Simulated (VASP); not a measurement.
The system is TaN.

```
CELL_PARAMETERS angstrom
2.89829 0.00000 0.00000
-1.44915 2.50999 0.00000
0.00000 0.00000 2.84404
ATOMIC_POSITIONS crystal
Ta 0.00000 0.00000 0.50000
N 0.66667 0.33333 0.00000
```

Base run:

* Program: VASP 6.6.1
* Functional: r2SCAN
* Potentials or basis: VASP PAW PBE potentials, release 64 (Ta_pv, N)
* Cutoff: 520 eV
* k mesh: 10 × 10 × 9
* Occupations: fermi-dirac, width 0.05 eV
* Spin: no spin polarisation

Its results: band gap on the k mesh zero (band 8 reaches 8.94 eV, above the bottom of band 9 at 8.59 eV); pressure 17.7 GPa.

Q: After a change of settings the same cell gave: band gap on the k mesh zero (band 9 reaches 13.31 eV, above the bottom of band 10 at 12.96 eV); pressure 15.8 GPa. Which change was it?
A. functional from r2SCAN to PBEsol; further incar settings from ALGO = Normal; EDIFF = 1e-07; NBANDS = 15 to ALGO = Normal; EDIFF = 1e-06; NBANDS = 15
B. potentials or basis from VASP PAW PBE potentials, release 64 (Ta_pv, N) to VASP PAW PBE potentials, release 64 (Ta_sv_GW, N); cutoff from 520 eV to 660 eV; further incar settings from ALGO = Normal; EDIFF = 1e-07; NBANDS = 15 to ALGO = Normal; EDIFF = 1e-06; NBANDS = 16; valence electrons from 16 to 18
C. functional from r2SCAN to LDA; potentials or basis from VASP PAW PBE potentials, release 64 (Ta_pv, N) to VASP PAW LDA potentials, release 64 (Ta_pv, N)
D. functional from r2SCAN to PBE; further incar settings from ALGO = Normal; EDIFF = 1e-07; NBANDS = 15 to ALGO = Normal; EDIFF = 1e-06; NBANDS = 15

A: B.

Caveats: the PAW data sets were made with another functional, which shifts forces and pressure a little; spin-orbit coupling is left out, which moves the levels of the heavy elements.
